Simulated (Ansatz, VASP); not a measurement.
# Sn in VASP and in Ansatz

File INCAR:

```
  PREC = Accurate
  ENCUT = 520
  EDIFF = 1E-6
  ISMEAR = 0
  SIGMA = 0.15
  LREAL = False
  LASPH = True
  NELM = 60
  ALGO = Fast
  ISIF = 2
  LWAVE = False
  LCHARG = True
  GGA = PS
  IVDW = 12
  LELF = True
  LVHAR = True
  NBANDS = 13
```

KPOINTS

```
Automatic mesh
0
Gamma
  24 24 24
```

Contents of POSCAR:

```
Sn
1.0
   -1.8221530004      1.7131538166      1.9868244599
    1.8221530004     -1.7131538166      1.9868244599
    1.8221530004      1.7131538166     -1.9868244599
Sn
1
Direct
    0.0000000000      0.0000000000      0.0000000000
```

Input for Ansatz:

```yaml
crystal:
  lattice:
    - [-1.8221530004, 1.7131538166, 1.9868244599]
    - [1.8221530004, -1.7131538166, 1.9868244599]
    - [1.8221530004, 1.7131538166, -1.9868244599]
  atoms:
    - { symbol: Sn, position: [0.0, 0.0, 0.0] }
basis:
  ecutwfc: 420
kpoints:
  mp_grid: { grid: [24, 24, 24] }
hamiltonian:
  xc: pbesol
  dispersion: d3bj
scf:
  occupations: { method: gaussian, width: 0.15 }
output:
  forces: true
  stress: true
  eigenvalues: true
```

Change from the starting cell: strain -0.0100 x Voigt [0, 1, 0, 0, 0, 0], atoms carried along.

Alike in both runs: task single point; functional PBEsol; dispersion D3(BJ); k mesh 24 × 24 × 24; occupations gaussian, width 0.15 eV; no spin polarisation.

|  | VASP | Ansatz |
| --- | --- | --- |
| version | VASP 6.6.1 | Ansatz 0.2.0 |
| potentials or method | VASP PAW PBE potentials, release 64 (Sn_d), cutoff 520 eV | scalar-relativistic, plane waves, PAW |
| valence electrons in the cell | 14 | 14 |

```csv
,VASP,Ansatz,Ansatz less VASP
gap on the k mesh at the Fermi level (eV),none,none,-
pressure (GPa),0.7,0.7,+0.01
"traceless stress, the component that is largest in VASP (GPa)",-0.37,-0.38,-0.002
```

VASP's potentials were made for PBE, not for PBEsol. A gap of «none» marks a metal or a gap that the smearing closes.
